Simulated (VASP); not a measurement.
Input of a VASP 6.6.1 run:

The input INCAR:

```
PREC = Accurate
ENCUT = 500
EDIFF = 1E-6
ISMEAR = 0
SIGMA = 0.05
LREAL = F
LASPH = T
NELM = 120
ALGO = Normal
ISIF = 2
LWAVE = F
LCHARG = F
GGA = PS
NBANDS = 10
GGA_COMPAT = F
```

Contents of KPOINTS:

```
Automatic mesh
0
Gamma
  4 4 4
```

File POSCAR:

```
Cs
1.0
    4.8060642314      0.0000000000      0.0000000000
    0.0000000000      4.8060642314      0.0000000000
    0.0000000000      0.0000000000      4.8060642314
Cs
1
Direct
    0.0000000000      0.0000000000      0.0000000000
```

Potentials or basis: VASP PAW PBE potentials, release 64 (Cs_sv).

The run is started by

```console
$ cat potpaw_PBE.64/Cs_sv/POTCAR > POTCAR
$ mpirun -np 1 vasp_std > vasp.out
```

(1) What does it give for the pressure?

(2) Predict the band gap on the k mesh.

Answers

(1) 0.0 GPa.

(2) zero (an odd number of electrons rules out a gap without spin polarisation).

Caveat: the PAW data sets were made with another functional, which shifts forces and pressure a little; spin-orbit coupling is left out, which moves the levels of the heavy elements.
